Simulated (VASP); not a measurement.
A run of VASP 6.6.1 is set up as follows.

File INCAR:

```
PREC = Accurate ; ENCUT = 520
EDIFF = 1E-7 ; ISMEAR = 0
SIGMA = 0.05 ; LREAL = F
LASPH = T ; NELM = 150
ALGO = Normal ; ISIF = 2
LWAVE = F ; LCHARG = F
ISPIN = 2 ; MAGMOM = 0 0 0 0 0 0 2
LORBIT = 11 ; LDIPOL = T
IDIPOL = 3 ; DIPOL = 0.5 0.5 0.339
GGA = PE ; NBANDS = 28
```

File KPOINTS:

```
Automatic mesh
0
Gamma
  9 9 1
```

The input POSCAR:

```
Mg3O4
1.0
    3.0085896345      0.0000000000      0.0000000000
    0.0000000000      3.0085896345      0.0000000000
    0.0000000000      0.0000000000     19.7799623498
Mg O
3 4
Direct
    0.5000000000      0.5000000000      0.2022248541
    0.0000000000      0.0000000000      0.3100331121
    0.5000000000      0.5000000000      0.4161289127
    0.0000000000      0.0000000000      0.2022248541
    0.5000000000      0.5000000000      0.3095409237
    0.0000000000      0.0000000000      0.4186035445
    0.2500000000      0.5000000000      0.5132476767
```

Potentials or basis: VASP PAW PBE potentials, release 64 (Mg, O).

Run with:

```sh
$ cat potpaw_PBE.64/Mg/POTCAR potpaw_PBE.64/O/POTCAR > POTCAR
$ mpirun -np 1 vasp_std > vasp.out
```

Question: What does it give for the band gap on the k mesh?

Answer: 0.65 eV (least direct gap 0.86 eV).

Question: What does it give for the net moment?

Answer: 2.00 μB per cell.

Question: What does it give for the largest force?

Answer: 1.182 eV/Å.

Question: Predict the site moments.

Answer: Mg +0.00, +0.01, -0.01; O +0.00, +0.02, +0.26, +1.35 μB.

Forces on the atoms (eV/Å):
```
Mg   0.001  0.000  0.448
Mg   0.025  0.000 -0.046
Mg   0.216  0.000  1.162
O    0.002  0.000 -0.429
O    0.029  0.000 -0.046
O   -0.126  0.000 -1.065
O   -0.147  0.000 -0.025
```
